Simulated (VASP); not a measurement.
# BaLi2S2 (P-3m1) in VASP: notebook

BaLi2S2 is run at these levels: PBE; tasks: single point.

All numbers are computed with VASP 6.6.1; they aren't measurements. Logs are shortened: lines on timing, memory, paths and dates and some standing lists are left out, and cuts for length are marked.

## (1) The cell of the first run

The structure is trigonal, space group P-3m1 (No. 164). Conventional cell: a = 4.301 Å, b = 4.301 Å, c = 7.141 Å, α = 90.00°, β = 90.00°, γ = 120.00°. Ba (site symmetry -3m) has 6 S at 3.15 Å and 6 Li at 3.72 Å within 4.1 Å. Within 3.2 Å of Li (site symmetry 3m) lie 4 S at 2.44 to 2.62 Å and 3 Li at 2.96 Å. Within 3.2 Å of S (site symmetry 3m) lie 4 Li at 2.44 to 2.62 Å and 3 Ba at 3.15 Å.

The cell was built from a structure type or drawn by symmetry, and may not be a known phase.

## (2) Single point, PBE

Input file INCAR:

```
PREC = Accurate
ENCUT = 520
EDIFF = 1E-7
ISMEAR = 0
SIGMA = 0.1
LREAL = False
LASPH = True
NELM = 100
ALGO = Normal
ISIF = 2
LWAVE = False
LCHARG = False
GGA = PE
NBANDS = 22
```

Input file KPOINTS:

```
regular mesh
0
Gamma
  6 6 4
```

Input file POSCAR:

```
BaLi2S2
1.0
    4.3010913644      0.0000000000      0.0000000000
   -2.1505456822      3.7248543855      0.0000000000
    0.0000000000      0.0000000000      7.1405806741
Ba Li S
1 2 2
Direct
    0.0000000000      0.0000000000      0.0000000000
    0.6666666667      0.3333333333      0.6124304716
    0.3333333333      0.6666666667      0.3875695284
    0.6666666667      0.3333333333      0.2709425749
    0.3333333333      0.6666666667      0.7290574251
```

Potentials or basis: VASP PAW PBE potentials, release 64 (Ba_sv, Li_sv, S).

Launch:

```
cat potpaw_PBE.64/Ba_sv/POTCAR potpaw_PBE.64/Li_sv/POTCAR potpaw_PBE.64/S/POTCAR > POTCAR
mpirun -np 1 vasp_std > vasp.out
```

OUTCAR:

```text
PREC = Accurate
   ENCUT = 520
   EDIFF = 1E-7
   ISMEAR = 0
   LREAL = False
   LASPH = True
   NELM = 100
   ISIF = 2
   GGA = PE

 ion  position               nearest neighbor table
   1  0.000  0.000  0.000-   4 3.15   5 3.15   5 3.15   4 3.15   4 3.15   5 3.15
   2  0.667  0.333  0.612-   4 2.44   5 2.62   5 2.62   5 2.62
   3  0.333  0.667  0.388-   5 2.44   4 2.62   4 2.62   4 2.62
   4  0.667  0.333  0.271-   2 2.44   3 2.62   3 2.62   3 2.62   1 3.15   1 3.15   1 3.15
   5  0.333  0.667  0.729-   3 2.44   2 2.62   2 2.62   2 2.62   1 3.15   1 3.15   1 3.15

  LATTYP: Found a hexagonal cell.
 ALAT       =     4.3010913644
 C/A-ratio  =     1.6601787940

  Lattice vectors:

 A1 = (   4.3010913644,   0.0000000000,   0.0000000000)
 A2 = (  -2.1505456822,   3.7248543855,   0.0000000000)
 A3 = (   0.0000000000,   0.0000000000,   7.1405806741)

Analysis of symmetry for initial positions (statically):
=====================================================================
 Subroutine PRICEL returns:
 Original cell was already a primitive cell.

 Routine SETGRP: Setting up the symmetry group for a
 hexagonal supercell.

 Subroutine GETGRP returns: Found 12 space group operations
 (whereof 12 operations were pure point group operations)
 out of a pool of 24 trial point group operations.

The static configuration has the point symmetry D_3d.

Analysis of symmetry for dynamics (positions and initial velocities):
=====================================================================
 Subroutine PRICEL returns:
 Original cell was already a primitive cell.

 Routine SETGRP: Setting up the symmetry group for a
 hexagonal supercell.

 Subroutine GETGRP returns: Found 12 space group operations
 (whereof 12 operations were pure point group operations)
 out of a pool of 24 trial point group operations.

The dynamic configuration has the point symmetry D_3d.

 Subroutine INISYM returns: Found 12 space group operations
 (whereof 12 operations are pure point group operations),
 and found     1 'primitive' translations

----------------------------------------------------------------------------------------

                                     Primitive cell

  volume of cell :     114.3988

  direct lattice vectors                    reciprocal lattice vectors
     4.301091364  0.000000000  0.000000000     0.232499130  0.134233435  0.000000000
    -2.150545682  3.724854386  0.000000000     0.000000000  0.268466871  0.000000000
     0.000000000  0.000000000  7.140580674     0.000000000  0.000000000  0.140044633

  length of vectors
     4.301091364  4.301091364  7.140580674     0.268466871  0.268466871  0.140044633

  position of ions in fractional coordinates (direct lattice)
     0.000000000  0.000000000  0.000000000
     0.666666667  0.333333333  0.612430472
     0.333333333  0.666666667  0.387569528
     0.666666667  0.333333333  0.270942575
     0.333333333  0.666666667  0.729057425

  ion indices of the primitive-cell ions
   primitive index   ion index
                 1           1
                 2           2
                 3           3
                 4           4
                 5           5

----------------------------------------------------------------------------------------

 KPOINTS: regular mesh

Automatic generation of k-mesh.
 Grid dimensions read from file:
 generate k-points for:    6    6    4

 Generating k-lattice:

  Cartesian coordinates                     Fractional coordinates (reciprocal lattice)
     0.038749855  0.022372239  0.000000000     0.166666667  0.000000000  0.000000000
     0.000000000  0.044744478  0.000000000     0.000000000  0.166666667  0.000000000
     0.000000000  0.000000000  0.035011158     0.000000000  0.000000000  0.250000000

  Length of vectors
     0.044744478  0.044744478  0.035011158

  Shift w.r.t. Gamma in fractional coordinates (k-lattice)
     0.000000000  0.000000000  0.000000000

 Subroutine IBZKPT returns following result:
 ===========================================

 Found     24 irreducible k-points:

 Following reciprocal coordinates:
            Coordinates               Weight
  0.000000  0.000000  0.000000      1.000000
  0.166667 -0.000000  0.000000      6.000000
  0.333333 -0.000000  0.000000      6.000000
  0.500000 -0.000000  0.000000      3.000000
  0.166667  0.166667  0.000000      6.000000
  0.333333  0.166667  0.000000     12.000000
[... 16 lines left out ...]
  0.333333  0.166667  0.500000     12.000000
  0.333333  0.333333  0.500000      2.000000
   k-points           NKPTS =     24   k-points in BZ     NKDIM =     24   number of bands    NBANDS=     22
   number of dos      NEDOS =    301   number of ions     NIONS =      5
   total plane-waves  NPLWV =  55296
   dimension x,y,z NGX =    32 NGY =   32 NGZ =   54
   dimension x,y,z NGXF=    64 NGYF=   64 NGZF=  108
   ions per type =               1   2   2
   NGX,Y,Z   is equivalent  to a cutoff of  12.37, 12.37, 12.57 a.u.
   NGXF,Y,Z  is equivalent  to a cutoff of  24.74, 24.74, 25.14 a.u.
 SYSTEM =  unknown system
   PREC   = accura    normal or accurate (medium, high low for compatibility)
   ISTART =      0    job   : 0-new  1-cont  2-samecut
   ICHARG =      2    charge: 1-file 2-atom 10-const
   ISPIN  =      1    spin polarized calculation?
   LNONCOLLINEAR =      F non collinear calculations
   LSORBIT =      F    spin-orbit coupling
   LASPH  =      T    aspherical Exc in radial PAW
   ENCUT  =  520.0 eV  38.22 Ry    6.18 a.u.   8.00  8.00 13.28*2*pi/ulx,y,z
   NELM   =    100;   NELMIN=  2; NELMDL= -5     # of ELM steps
   EDIFF  = 0.1E-06   stopping-criterion for ELM
   LREAL  =      F    real-space projection
   EDIFFG = 0.1E-05   stopping-criterion for IOM
   NSW    =      0    number of steps for IOM
   IBRION =     -1    ionic relax: 0-MD 1-quasi-New 2-CG
   NFREE  =      0    steps in history (QN), initial steepest desc. (CG)
   ISIF   =      2    stress and relaxation
   ISYM   =      2    0-nonsym 1-usesym 2-fastsym
   POTIM  = 0.5000    time-step for ionic-motion
   TEBEG  =    0.0;   TEEND  =   0.0 temperature during run
   PSTRESS=    0.0 pullay stress
   NELECT =      28.0000    total number of electrons
   NUPDOWN=      -1.0000    fix difference up-down
   EMIN   =  10.00;   EMAX   =-10.00  energy-range for DOS
   EFERMI =   0.00;   METHOD = LEGACY
   ISMEAR =     0;   SIGMA  =   0.10  broadening in eV -4-tet -1-fermi 0-gaus
   EFERMI_NEDOS =   21; number of points for ismear=-14 and -15
   IALGO  =     38    algorithm
   IMIX   =      4    mixing-type and parameters
     AMIX     =   0.40;   BMIX     =  1.00
     AMIX_MAG =   1.60;   BMIX_MAG =  1.00
  volume/ion in A,a.u.               =      22.88       154.40
  Fermi-wavevector in a.u.,A,eV,Ry     =   1.024048  1.935170 14.268082  1.048674
  Thomas-Fermi vector in A             =   2.157814
   LORBIT       =      0    0 simple, 1 ext, 2 COOP (PROOUT), +10 PAW based schemes
   GGA     = PE    functional components
   LHFCALC =     F    Hartree Fock is set to
   AEXX    =    0.0000 exact exchange contribution
   IVDW    =     0    specifies the selected vdW correction
   LEPSILON=     F    determine dielectric tensor
   LRPA    =     F    only Hartree local field effects (RPA)
 non-spin polarized calculation
 Gauss-broadening in eV      SIGMA  =   0.10
  energy-cutoff  :      520.00
  volume of cell :      114.40
 maximum number of plane-waves:      3108
   NGX = 15   NGY = 15   NGZ = 27

 number of electron      27.9999982 magnetization

 Free energy of the ion-electron system (eV)
  ---------------------------------------------------
  ext. energy  EPLUGINS =         0.00000000
  ---------------------------------------------------
  free energy    TOTEN  =       -21.92816944 eV

  energy without entropy =      -21.92816944  energy(sigma->0) =      -21.92816944

 E-fermi :   1.8761     XC(G=0):  -8.4712

 val. band max:        1.3153532457   @ k =   0.0000   0.0000   0.0000
 cond. band min:       4.0615960216   @ k =   0.5000  -0.0000   0.0000
 fundamental gap:      2.7462427760
 Fermi energy:         1.8760756536

 k-point     1 :       0.0000    0.0000    0.0000
  band No.  band energies     occupation
      1     -43.0890      2.00000
      2     -43.0752      2.00000
      3     -24.7598      2.00000
      4     -10.7143      2.00000
      5      -9.8114      2.00000
      6      -9.8114      2.00000
[... 14 lines left out ...]
     21       6.6939      0.00000
     22       8.6819      0.00000

 k-point     2 :       0.1667   -0.0000    0.0000
  band No.  band energies     occupation
      1     -43.0882      2.00000
      2     -43.0760      2.00000
      3     -24.7467      2.00000
      4     -10.6013      2.00000
      5     -10.1946      2.00000
      6      -9.8483      2.00000
[... 14 lines left out ...]
     21       7.8051      0.00000
     22       8.3686      0.00000

 k-point     3 :       0.3333   -0.0000    0.0000
  band No.  band energies     occupation
      1     -43.0860      2.00000
      2     -43.0780      2.00000
      3     -24.7202      2.00000
      4     -10.6787      2.00000
      5     -10.2560      2.00000
      6      -9.9205      2.00000
[... 14 lines left out ...]
     21       8.6636      0.00000
     22       9.0925      0.00000

 k-point     4 :       0.5000   -0.0000    0.0000
  band No.  band energies     occupation
      1     -43.0843      2.00000
      2     -43.0797      2.00000
      3     -24.7069      2.00000
      4     -10.8483      2.00000
      5     -10.0283      2.00000
      6      -9.9558      2.00000
[... 14 lines left out ...]
     21       8.9722      0.00000
     22       8.9906      0.00000

 k-point     5 :       0.1667    0.1667    0.0000
  band No.  band energies     occupation
      1     -43.0866      2.00000
      2     -43.0774      2.00000
      3     -24.7269      2.00000
      4     -10.5073      2.00000
      5     -10.4127      2.00000
      6      -9.9424      2.00000
[... 14 lines left out ...]
     21       8.4471      0.00000
     22       8.7413      0.00000

 k-point     6 :       0.3333    0.1667    0.0000
  band No.  band energies     occupation
      1     -43.0843      2.00000
      2     -43.0797      2.00000
      3     -24.7069      2.00000
      4     -10.7296      2.00000
      5     -10.2121      2.00000
      6     -10.0162      2.00000
[... 14 lines left out ...]
     21       9.0338      0.00000
     22       9.3858      0.00000

 k-point     7 :       0.3333    0.3333    0.0000
  band No.  band energies     occupation
      1     -43.0820      2.00000
      2     -43.0820      2.00000
      3     -24.7002      2.00000
      4     -10.5333      2.00000
      5     -10.5333      2.00000
      6      -9.9753      2.00000
[... 324 lines left out ...]
      6      -9.9202      2.00000
[... 14 lines left out ...]
     21       8.2902      0.00000
     22       9.4888      0.00000

 k-point    21 :       0.5000   -0.0000    0.5000
  band No.  band energies     occupation
      1     -43.0843      2.00000
      2     -43.0797      2.00000
      3     -24.7069      2.00000
      4     -10.8413      2.00000
      5     -10.0319      2.00000
      6      -9.9554      2.00000
[... 14 lines left out ...]
     21       9.0427      0.00000
     22       9.3263      0.00000

 k-point    22 :       0.1667    0.1667    0.5000
  band No.  band energies     occupation
      1     -43.0866      2.00000
      2     -43.0774      2.00000
      3     -24.7268      2.00000
      4     -10.4914      2.00000
      5     -10.4410      2.00000
      6      -9.9422      2.00000
[... 14 lines left out ...]
     21       8.3477      0.00000
     22       9.0325      0.00000

 k-point    23 :       0.3333    0.1667    0.5000
  band No.  band energies     occupation
      1     -43.0843      2.00000
      2     -43.0797      2.00000
      3     -24.7069      2.00000
      4     -10.7225      2.00000
      5     -10.2187      2.00000
      6     -10.0187      2.00000
[... 14 lines left out ...]
     21       8.9759      0.00000
     22       9.1980      0.00000

 k-point    24 :       0.3333    0.3333    0.5000
  band No.  band energies     occupation
      1     -43.0820      2.00000
      2     -43.0820      2.00000
      3     -24.7002      2.00000
      4     -10.5315      2.00000
      5     -10.5315      2.00000
      6      -9.9780      2.00000
[... 14 lines left out ...]
     21       9.2177      0.00000
     22       9.2177      0.00000

------------------------ aborting loop because EDIFF is reached ----------------------------------------

  FORCE on cell =-STRESS in cart. coord.  units (eV):
  Direction    XX          YY          ZZ          XY          YZ          ZX
  --------------------------------------------------------------------------------------
  -------------------------------------------------------------------------------------
  Total        0.2530176      0.2530176      0.1925849      0.0000000      0.0000000      0.0000000
  in kB        3.5435601      3.5435601      2.6971892      0.0000000      0.0000000      0.0000000
  external PRESSURE =       3.2614365 kB  Pullay stress =       0.0000000 kB

 VOLUME and BASIS-vectors are now :
 -----------------------------------------------------------------------------
  energy-cutoff  :      520.00
  volume of cell :      114.40
      direct lattice vectors                 reciprocal lattice vectors
     4.301091364  0.000000000  0.000000000     0.232499130  0.134233435  0.000000000
    -2.150545682  3.724854386  0.000000000     0.000000000  0.268466871  0.000000000
     0.000000000  0.000000000  7.140580674     0.000000000  0.000000000  0.140044633

 POSITION                                       TOTAL-FORCE (eV/Angst)
 -----------------------------------------------------------------------------------
      0.00000      0.00000      0.00000         0.000000      0.000000      0.000000
      2.15055      1.24162      4.37311         0.000000     -0.000000     -0.009615
     -0.00000      2.48324      2.76747        -0.000000      0.000000      0.009615
      2.15055      1.24162      1.93469         0.000000     -0.000000      0.107755
     -0.00000      2.48324      5.20589         0.000000      0.000000     -0.107755
 -----------------------------------------------------------------------------------
    total drift:                               -0.000000      0.000000     -0.000000

  FREE ENERGIE OF THE ION-ELECTRON SYSTEM (eV)
  ---------------------------------------------------
  free  energy   TOTEN  =       -21.9281694403 eV

  energy  without entropy=      -21.9281694403  energy(sigma->0) =      -21.92816944
```

Run time: 34 s. Hardware: 1 thread of AMD EPYC 9R45 (Zen 5), shared host; peak memory 0.22 GiB.

Results:

| Item | Value |
| --- | --- |
| Free energy | -21.9282 eV |
| Largest force | 0.108 eV/Å |
| Band gap on the k mesh | 2.75 eV (least direct gap 3.05 eV) |

Forces on the atoms (eV/Å):
```
Ba   0.000  0.000  0.000
Li   0.000  0.000 -0.010
Li   0.000  0.000  0.010
S    0.000  0.000  0.108
S    0.000  0.000 -0.108
```

Caveat: the cutoff is under 1.25 times the usual one of these potentials, so pressure, stress and relaxed cells hold a basis-set (Pulay) error; spin-orbit coupling is left out, which moves the levels of the heavy elements.

## (3) Single point, PBE

Input file INCAR:

```
  ALGO = Normal
  EDIFF = 1E-6
  ENCUT = 520
  GGA = PE
  ISIF = 2
  ISMEAR = 0
  LASPH = T
  LCHARG = F
  LREAL = F
  LWAVE = F
  NBANDS = 22
  NELM = 80
  PREC = Accurate
  SIGMA = 0.02
```

Input file KPOINTS:

```
k-points
0
Gamma
  6 6 4
```

Input file POSCAR:

```
BaLi2S2
1.0
    4.2987535299      0.0000000000      0.0000000000
   -2.1493767649      3.7228297615      0.0000000000
    0.0000000000      0.0000000000      7.1361875452
Ba Li S
1 2 2
Direct
    0.0000000000      0.0000000000      0.0000000000
    0.6666666667      0.3333333333      0.6124315810
    0.3333333333      0.6666666667      0.3875684190
    0.6666666667      0.3333333333      0.2715804585
    0.3333333333      0.6666666667      0.7284195415
```

Potentials or basis: VASP PAW PBE potentials, release 64 (Ba_sv, Li_sv, S).

Launch:

```
cat potpaw_PBE.64/Ba_sv/POTCAR potpaw_PBE.64/Li_sv/POTCAR potpaw_PBE.64/S/POTCAR > POTCAR
mpirun -np 1 vasp_std > vasp.out
```

It took 33 s on 1 thread of AMD EPYC 9R45 (Zen 5), shared host; peak memory 0.22 GiB.

Results (log left out):

| Quantity | Value |
| --- | --- |
| Free energy | -21.9285 eV |
| Largest force | 0.076 eV/Å |
| Band gap on the k mesh | 2.74 eV (least direct gap 3.04 eV) |

Forces in eV/Å, atoms in the order of the input:
```
Ba   0.000  0.000  0.000
Li   0.000  0.000 -0.007
Li   0.000  0.000  0.007
S    0.000  0.000  0.076
S    0.000  0.000 -0.076
```

Levels at points of the mesh, in eV from the valence-band top:
```tsv
k point	band 12	band 13	band 14	band 15	band 16	band 17
(0.00, 0.00, 0.00)	-0.10	0.00	0.00	3.53	4.08	4.73
(0.50, 0.00, 0.00)	-0.79	-0.78	-0.75	2.74	5.84	5.99
(0.00, 0.00, 0.50)	-0.58	-0.31	-0.31	4.17	4.55	4.55
(0.50, 0.00, 0.50)	-1.21	-0.33	-0.22	2.82	4.62	5.85
```

Caveat: the cutoff is under 1.25 times the usual one of these potentials, so pressure, stress and relaxed cells hold a basis-set (Pulay) error; spin-orbit coupling is left out, which moves the levels of the heavy elements.

## (4) Single point, PBE (23.53 Å³/atom)

This run uses another cell than the first one, of 23.53 Å³/atom.

Input file INCAR:

```
SYSTEM = BaLi2S2
PREC = Accurate
ENCUT = 520
EDIFF = 1E-7
ISMEAR = 0
SIGMA = 0.02
LREAL = .False.
LASPH = .True.
NELM = 80
ALGO = Normal
ISIF = 2
LWAVE = .False.
LCHARG = .True.
GGA = PE
LELF = .True.
LVHAR = .True.
NBANDS = 22
```

Input file KPOINTS:

```
Automatic mesh
0
Gamma
  6 6 4
  0 0 0
```

Input file POSCAR:

```
BaLi2S2
1.0
    4.3498081777      0.0000000000      0.0000000000
   -2.1749040889      3.7670443835      0.0000000000
    0.0000000000      0.0000000000      7.1787422416
Ba Li S
1 2 2
Direct
    0.0000000000      0.0000000000      0.0000000000
    0.6666666667      0.3333333333      0.6117039701
    0.3333333333      0.6666666667      0.3882960299
    0.6666666667      0.3333333333      0.2703098103
    0.3333333333      0.6666666667      0.7296901897
```

Launch:

```
cat potpaw_PBE.64/Ba_sv/POTCAR potpaw_PBE.64/Li_sv/POTCAR potpaw_PBE.64/S/POTCAR > POTCAR
mpirun -np 1 vasp_std > vasp.out
```

Wall time 34 s (1 thread of AMD EPYC 9R45 (Zen 5), shared host); peak memory 0.22 GiB.

Results (log left out):

| Quantity | Value |
| --- | --- |
| Free energy | -21.9244 eV |
| Largest force | 0.076 eV/Å |
| Band gap on the k mesh | 2.78 eV (least direct gap 3.10 eV) |

Forces in eV/Å, atoms in the order of the input:
```
Ba   0.000  0.000  0.000
Li   0.000  0.000 -0.007
Li   0.000  0.000  0.007
S    0.000  0.000  0.076
S    0.000  0.000 -0.076
```

Levels at points of the mesh, in eV from the valence-band top:
```
           k point  band 11  band 12  band 13  band 14  band 15  band 16  band 17  band 18
(0.00, 0.00, 0.00)    -0.77    -0.10     0.00     0.00     3.47     4.06     4.71     4.71
(0.50, 0.00, 0.00)    -1.15    -0.78    -0.75    -0.72     2.78     5.78     5.89     6.62
(0.00, 0.00, 0.50)    -0.56    -0.56    -0.30    -0.30     4.19     4.54     4.54     4.64
(0.50, 0.00, 0.50)    -1.30    -1.16    -0.33    -0.21     2.88     4.58     5.73     6.07
```

Caveat: the cutoff is under 1.25 times the usual one of these potentials, so pressure, stress and relaxed cells hold a basis-set (Pulay) error; spin-orbit coupling is left out, which moves the levels of the heavy elements. A k mesh can miss the band edges.

## (5) Overview

```csv
cell,smearing,gap on the mesh (eV),largest force (eV/Å)
"a = 4.301, b = 4.301, c = 7.141 Å, angles 90.0, 90.0, 120.0°, 5 atoms",gaussian 0.1 eV,2.75,0.11
"a = 4.299, b = 4.299, c = 7.136 Å, angles 90.0, 90.0, 120.0°, 5 atoms",gaussian 0.02 eV,2.74,0.08
"a = 4.350, b = 4.350, c = 7.179 Å, angles 90.0, 90.0, 120.0°, 5 atoms",gaussian 0.02 eV,2.78,0.08
```

Alike in all rows: task single point; level PBE; potentials or basis VASP PAW PBE potentials, release 64 (Ba_sv, Li_sv, S); no spin polarisation; k mesh 6 × 6 × 4; cutoff (eV) 520.

Caveats: the cutoff is under 1.25 times the usual one of these potentials, so pressure, stress and relaxed cells hold a basis-set (Pulay) error; spin-orbit coupling is left out, which moves the levels of the heavy elements.

Total energies depend on the potentials used, so only differences within one code and one set of settings carry meaning.
